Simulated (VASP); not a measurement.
# SbP2 (Pnnm) in VASP: single point with PBE

Aim: the single point of SbP2 with PBE.

All numbers are computed with VASP 6.6.1; they aren't measurements. Logs are shortened: lines on timing, memory, paths and dates and some standing lists are left out, and cuts for length are marked.

### 1 The cell of the first run

The structure is orthorhombic, space group Pnnm (No. 58). Conventional cell: a = 5.531 Å, b = 6.368 Å, c = 3.103 Å, α = 90.00°, β = 90.00°, γ = 90.00°. Sb (site symmetry 2/m) has 6 P at 2.54 to 2.56 Å and 2 Sb at 3.10 Å within 3.3 Å. Within 3.2 Å of P (site symmetry m) lie 3 P at 2.41 to 3.10 Å and 3 Sb at 2.54 to 2.56 Å.

### 2 Single point, PBE

File INCAR:

```
ALGO = Normal
EDIFF = 1E-6
ENCUT = 500
GGA = PE
GGA_COMPAT = False
ISIF = 2
ISMEAR = -1
LASPH = True
LCHARG = False
LREAL = False
LWAVE = False
NBANDS = 24
NELM = 120
PREC = Accurate
SIGMA = 0.1
```

File KPOINTS:

```
k-points
0
Gamma
  6 6 11
```

File POSCAR:

```
SbP2
1.0
    5.5309010000      0.0000000000      0.0000000000
    0.0000000000      6.3681730000      0.0000000000
    0.0000000000      0.0000000000      3.1031810000
Sb P
2 4
Direct
    0.0000000000      0.0000000000      0.0000000000
    0.5000000000      0.5000000000      0.5000000000
    0.1617000000      0.3727000000      0.0000000000
    0.8383000000      0.6273000000      0.0000000000
    0.6617000000      0.1273000000      0.5000000000
    0.3383000000      0.8727000000      0.5000000000
```

Potentials or basis: VASP PAW PBE potentials, release 64 (Sb, P).

Started as:

```
$ cat potpaw_PBE.64/Sb/POTCAR potpaw_PBE.64/P/POTCAR > POTCAR
$ mpirun -np 1 vasp_std > vasp.out
```

OUTCAR:

```text
EDIFF = 1E-6
   ENCUT = 500
   GGA = PE
   ISIF = 2
   ISMEAR = -1
   LASPH = True
   LREAL = False
   NELM = 120
   PREC = Accurate

 ion  position               nearest neighbor table
   1  0.000  0.000  0.000-   3 2.54   4 2.54   5 2.56   6 2.56   5 2.56   6 2.56
   2  0.500  0.500  0.500-   5 2.54   6 2.54   3 2.56   4 2.56   3 2.56   4 2.56
   3  0.162  0.373  0.000-   4 2.41   1 2.54   2 2.56   2 2.56
   4  0.838  0.627  0.000-   3 2.41   1 2.54   2 2.56   2 2.56
   5  0.662  0.127  0.500-   6 2.41   2 2.54   1 2.56   1 2.56
   6  0.338  0.873  0.500-   5 2.41   2 2.54   1 2.56   1 2.56

  LATTYP: Found a simple orthorhombic cell.
 ALAT       =     3.1031810000
 B/A-ratio  =     1.7823327096
 C/A-ratio  =     2.0521435907

  Lattice vectors:

 A1 = (   0.0000000000,   0.0000000000,   3.1031810000)
 A2 = (   5.5309010000,   0.0000000000,   0.0000000000)
 A3 = (   0.0000000000,   6.3681730000,   0.0000000000)

Analysis of symmetry for initial positions (statically):
=====================================================================
 Subroutine PRICEL returns:
 Original cell was already a primitive cell.

 Routine SETGRP: Setting up the symmetry group for a
 simple orthorhombic supercell.

 Subroutine GETGRP returns: Found  8 space group operations
 (whereof  4 operations were pure point group operations)
 out of a pool of  8 trial point group operations.

The static configuration has the point symmetry C_2h.
 The point group associated with its full space group is D_2h.

Analysis of symmetry for dynamics (positions and initial velocities):
=====================================================================
 Subroutine PRICEL returns:
 Original cell was already a primitive cell.

 Routine SETGRP: Setting up the symmetry group for a
 simple orthorhombic supercell.

 Subroutine GETGRP returns: Found  8 space group operations
 (whereof  4 operations were pure point group operations)
 out of a pool of  8 trial point group operations.

The dynamic configuration has the point symmetry C_2h.
 The point group associated with its full space group is D_2h.

 Subroutine INISYM returns: Found  8 space group operations
 (whereof  4 operations are pure point group operations),
 and found     1 'primitive' translations

----------------------------------------------------------------------------------------

                                     Primitive cell

  volume of cell :     109.2994

  direct lattice vectors                    reciprocal lattice vectors
     5.530901000  0.000000000  0.000000000     0.180802368  0.000000000  0.000000000
     0.000000000  6.368173000  0.000000000     0.000000000  0.157030910  0.000000000
     0.000000000  0.000000000  3.103181000     0.000000000  0.000000000  0.322249975

  length of vectors
     5.530901000  6.368173000  3.103181000     0.180802368  0.157030910  0.322249975

  position of ions in fractional coordinates (direct lattice)
     0.000000000  0.000000000  0.000000000
     0.500000000  0.500000000  0.500000000
     0.161700000  0.372700000  0.000000000
     0.838300000  0.627300000  0.000000000
     0.661700000  0.127300000  0.500000000
     0.338300000  0.872700000  0.500000000

  ion indices of the primitive-cell ions
   primitive index   ion index
                 1           1
                 2           2
                 3           3
                 4           4
                 5           5
                 6           6

----------------------------------------------------------------------------------------

 KPOINTS: k-points

Automatic generation of k-mesh.
 Grid dimensions read from file:
 generate k-points for:    6    6   11

 Generating k-lattice:

  Cartesian coordinates                     Fractional coordinates (reciprocal lattice)
     0.030133728  0.000000000  0.000000000     0.166666667  0.000000000  0.000000000
     0.000000000  0.026171818  0.000000000     0.000000000  0.166666667  0.000000000
     0.000000000  0.000000000  0.029295452     0.000000000  0.000000000  0.090909091

  Length of vectors
     0.030133728  0.026171818  0.029295452

  Shift w.r.t. Gamma in fractional coordinates (k-lattice)
     0.000000000  0.000000000  0.000000000

 Subroutine IBZKPT returns following result:
 ===========================================

 Found     96 irreducible k-points:

 Following reciprocal coordinates:
            Coordinates               Weight
  0.000000  0.000000  0.000000      1.000000
  0.166667  0.000000  0.000000      2.000000
  0.333333  0.000000  0.000000      2.000000
  0.500000  0.000000  0.000000      1.000000
  0.000000  0.166667  0.000000      2.000000
  0.166667  0.166667  0.000000      4.000000
[... 16 lines left out ...]
  0.333333  0.166667  0.090909      8.000000
  0.500000  0.166667  0.090909      4.000000
 [... further k-points ...]
   k-points           NKPTS =     96   k-points in BZ     NKDIM =     96   number of bands    NBANDS=     24
   number of dos      NEDOS =    301   number of ions     NIONS =      6
   total plane-waves  NPLWV =  46080
   dimension x,y,z NGX =    40 NGY =   48 NGZ =   24
   dimension x,y,z NGXF=    80 NGYF=   96 NGZF=   48
   ions per type =               2   4
   NGX,Y,Z   is equivalent  to a cutoff of  12.02, 12.53, 12.86 a.u.
   NGXF,Y,Z  is equivalent  to a cutoff of  24.05, 25.06, 25.71 a.u.
 SYSTEM =  unknown system
   PREC   = accura    normal or accurate (medium, high low for compatibility)
   ISTART =      0    job   : 0-new  1-cont  2-samecut
   ICHARG =      2    charge: 1-file 2-atom 10-const
   ISPIN  =      1    spin polarized calculation?
   LNONCOLLINEAR =      F non collinear calculations
   LSORBIT =      F    spin-orbit coupling
   LASPH  =      T    aspherical Exc in radial PAW
   ENCUT  =  500.0 eV  36.75 Ry    6.06 a.u.  10.08 11.61  5.66*2*pi/ulx,y,z
   NELM   =    120;   NELMIN=  2; NELMDL= -5     # of ELM steps
   EDIFF  = 0.1E-05   stopping-criterion for ELM
   LREAL  =      F    real-space projection
   EDIFFG = 0.1E-04   stopping-criterion for IOM
   NSW    =      0    number of steps for IOM
   IBRION =     -1    ionic relax: 0-MD 1-quasi-New 2-CG
   NFREE  =      0    steps in history (QN), initial steepest desc. (CG)
   ISIF   =      2    stress and relaxation
   ISYM   =      2    0-nonsym 1-usesym 2-fastsym
   POTIM  = 0.5000    time-step for ionic-motion
   TEBEG  =    0.0;   TEEND  =   0.0 temperature during run
   PSTRESS=    0.0 pullay stress
   NELECT =      30.0000    total number of electrons
   NUPDOWN=      -1.0000    fix difference up-down
   EMIN   =  10.00;   EMAX   =-10.00  energy-range for DOS
   EFERMI =   0.00;   METHOD = LEGACY
   ISMEAR =    -1;   SIGMA  =   0.10  broadening in eV -4-tet -1-fermi 0-gaus
   EFERMI_NEDOS =   21; number of points for ismear=-14 and -15
   IALGO  =     38    algorithm
   IMIX   =      4    mixing-type and parameters
     AMIX     =   0.40;   BMIX     =  1.00
     AMIX_MAG =   1.60;   BMIX_MAG =  1.00
  volume/ion in A,a.u.               =      18.22       122.93
  Fermi-wavevector in a.u.,A,eV,Ry     =   1.063921  2.010519 15.400808  1.131927
  Thomas-Fermi vector in A             =   2.199422
   LORBIT       =      0    0 simple, 1 ext, 2 COOP (PROOUT), +10 PAW based schemes
   GGA     = PE    functional components
   LHFCALC =     F    Hartree Fock is set to
   AEXX    =    0.0000 exact exchange contribution
   IVDW    =     0    specifies the selected vdW correction
   LEPSILON=     F    determine dielectric tensor
   LRPA    =     F    only Hartree local field effects (RPA)
 non-spin polarized calculation
  energy-cutoff  :      500.00
  volume of cell :      109.30
 maximum number of plane-waves:      2794
   NGX = 21   NGY = 23   NGZ = 11

 number of electron      30.0000004 magnetization

 Free energy of the ion-electron system (eV)
  ---------------------------------------------------
  ext. energy  EPLUGINS =         0.00000000
  ---------------------------------------------------
  free energy    TOTEN  =       -25.20318063 eV

  energy without entropy =      -25.13161430  energy(sigma->0) =      -25.16739747

 E-fermi :   9.5929     XC(G=0): -10.8038

 val. band max:        9.5871003799   @ k =   0.0000   0.3333   0.1818
 cond. band min:       9.6078276833   @ k =   0.5000   0.0000   0.4545
 fundamental gap:      0.0207273034
 Fermi energy:         9.5928603153

 k-point     1 :       0.0000    0.0000    0.0000
  band No.  band energies     occupation
      1      -6.1402      2.00000
      2      -3.6343      2.00000
      3      -2.1309      2.00000
      4      -1.7624      2.00000
      5      -1.4283      2.00000
      6       1.6938      2.00000
[... 16 lines left out ...]
     23      15.5719      0.00000
     24      15.6107      0.00000

 k-point     2 :       0.1667    0.0000    0.0000
  band No.  band energies     occupation
      1      -6.0156      2.00000
      2      -3.6771      2.00000
      3      -2.6974      2.00000
      4      -2.1409      2.00000
      5      -0.3245      2.00000
      6       0.8983      2.00000
[... 16 lines left out ...]
     23      14.4107      0.00000
     24      14.6170      0.00000

 k-point     3 :       0.3333    0.0000    0.0000
  band No.  band energies     occupation
      1      -5.6446      2.00000
      2      -4.2547      2.00000
      3      -2.9063      2.00000
      4      -2.2604      2.00000
      5       0.2802      2.00000
      6       0.3507      2.00000
[... 16 lines left out ...]
     23      14.9377      0.00000
     24      14.9962      0.00000

 k-point     4 :       0.5000    0.0000    0.0000
  band No.  band energies     occupation
      1      -5.0397      2.00000
      2      -5.0397      2.00000
      3      -2.5811      2.00000
      4      -2.5811      2.00000
      5       0.2305      2.00000
      6       0.2305      2.00000
[... 16 lines left out ...]
     23      14.9082      0.00000
     24      14.9083      0.00000

 k-point     5 :       0.0000    0.1667    0.0000
  band No.  band energies     occupation
      1      -6.0487      2.00000
      2      -4.0554      2.00000
      3      -1.7126      2.00000
      4      -1.7117      2.00000
      5      -1.3633      2.00000
      6       1.1905      2.00000
[... 16 lines left out ...]
     23      15.1925      0.00000
     24      15.6488      0.00000

 k-point     6 :       0.1667    0.1667    0.0000
  band No.  band energies     occupation
      1      -5.9249      2.00000
      2      -4.0103      2.00000
      3      -2.7301      2.00000
      4      -1.8576      2.00000
      5      -0.2923      2.00000
      6       0.9007      2.00000
[... 16 lines left out ...]
     23      14.6822      0.00000
     24      15.3295      0.00000
[... 379 lines left out ...]
 k-point    21 :       0.0000    0.1667    0.0909
  band No.  band energies     occupation
      1      -5.9292      2.00000
      2      -3.9339      2.00000
      3      -1.6020      2.00000
      4      -1.6015      2.00000
      5      -1.2975      2.00000
      6       1.2690      2.00000
[... 16 lines left out ...]
     23      14.9650      0.00000
     24      15.4284      0.00000

 k-point    22 :       0.1667    0.1667    0.0909
  band No.  band energies     occupation
      1      -5.8055      2.00000
      2      -3.8868      2.00000
      3      -2.6308      2.00000
      4      -1.7514      2.00000
      5      -0.2145      2.00000
      6       0.9878      2.00000
[... 16 lines left out ...]
     23      14.7473      0.00000
     24      15.1850      0.00000

 k-point    23 :       0.3333    0.1667    0.0909
  band No.  band energies     occupation
      1      -5.4381      2.00000
      2      -4.1287      2.00000
      3      -3.1342      2.00000
      4      -2.2065      2.00000
      5       0.4007      2.00000
      6       1.0833      2.00000
[... 16 lines left out ...]
     23      14.8510      0.00000
     24      15.0537      0.00000

 k-point    24 :       0.5000    0.1667    0.0909
  band No.  band energies     occupation
      1      -4.8444      2.00000
      2      -4.8444      2.00000
      3      -2.7700      2.00000
      4      -2.7700      2.00000
      5       0.7854      2.00000
      6       0.7854      2.00000
[... 16 lines left out ...]
     23      15.3048      0.00000
     24      15.3048      0.00000

 [... further k-points ...]
[... 5 lines left out ...]
  --------------------------------------------------------------------------------------
  -------------------------------------------------------------------------------------
  Total       11.0320629     13.6257309     21.6478284      0.0000000      0.0000000      0.0000000
  in kB      161.7146874    199.7342503    317.3270349      0.0000000      0.0000000      0.0000000
  external PRESSURE =     226.2586576 kB  Pullay stress =       0.0000000 kB

 VOLUME and BASIS-vectors are now :
 -----------------------------------------------------------------------------
  energy-cutoff  :      500.00
  volume of cell :      109.30
      direct lattice vectors                 reciprocal lattice vectors
     5.530901000  0.000000000  0.000000000     0.180802368  0.000000000  0.000000000
     0.000000000  6.368173000  0.000000000     0.000000000  0.157030910  0.000000000
     0.000000000  0.000000000  3.103181000     0.000000000  0.000000000  0.322249975

 POSITION                                       TOTAL-FORCE (eV/Angst)
 -----------------------------------------------------------------------------------
      0.00000      0.00000      0.00000         0.000000      0.000000      0.000000
      2.76545      3.18409      1.55159         0.000000      0.000000      0.000000
      0.89435      2.37342      0.00000        -1.667540      1.392899      0.000000
      4.63655      3.99475      0.00000         1.667540     -1.392899      0.000000
      3.65980      0.81067      1.55159        -1.667540     -1.392899      0.000000
      1.87110      5.55750      1.55159         1.667540      1.392899      0.000000
 -----------------------------------------------------------------------------------
    total drift:                               -0.000000      0.000000     -0.000000

  FREE ENERGIE OF THE ION-ELECTRON SYSTEM (eV)
  ---------------------------------------------------
  free  energy   TOTEN  =       -25.2031806316 eV

  energy  without entropy=      -25.1316143022  energy(sigma->0) =      -25.16739747
```

Run time: 3.5 min. Hardware: 1 thread of Intel Xeon 8259CL, shared host; peak memory 0.33 GiB.

Results:

| Item | Value |
| --- | --- |
| Free energy | -25.2032 eV |
| Pressure | 22.6 GPa |
| Largest force | 2.173 eV/Å |
| Band gap on the k mesh | zero (bands 15 and 16 overlap by 3.49 eV) |

Forces on the atoms (eV/Å):
```
Sb   0.000  0.000  0.000
Sb   0.000  0.000  0.000
P   -1.668  1.393  0.000
P    1.668 -1.393  0.000
P   -1.668 -1.393  0.000
P    1.668  1.393  0.000
```

Stress tensor (GPa, compression positive):
```
16.17  0.00  0.00
 0.00 19.97  0.00
 0.00  0.00 31.73
```

Levels at points of the mesh, in eV from the Fermi level:
| k point | band 13 | band 14 | band 15 | band 16 | band 17 | band 18 |
| --- | --- | --- | --- | --- | --- | --- |
| (0.00, 0.00, 0.00) | 0.44 | 0.73 | 1.48 | 1.67 | 1.71 | 1.94 |
| (0.50, 0.00, 0.00) | -0.39 | -0.39 | 1.10 | 1.10 | 1.19 | 1.19 |
| (0.00, 0.50, 0.00) | -0.78 | -0.78 | 1.97 | 1.97 | 2.79 | 2.79 |
| (0.50, 0.50, 0.00) | 0.02 | 0.02 | 0.45 | 0.45 | 1.73 | 1.73 |

Caveat: the stress differs along the axes, from 16 to 32 GPa; spin-orbit coupling is left out, which moves the levels of the heavy elements; forces of over 1 eV/Å act on the atoms, so gaps and moduli don't describe the material at rest.

The gap in the log of VASP goes by the Fermi energy; the results here count the filled bands.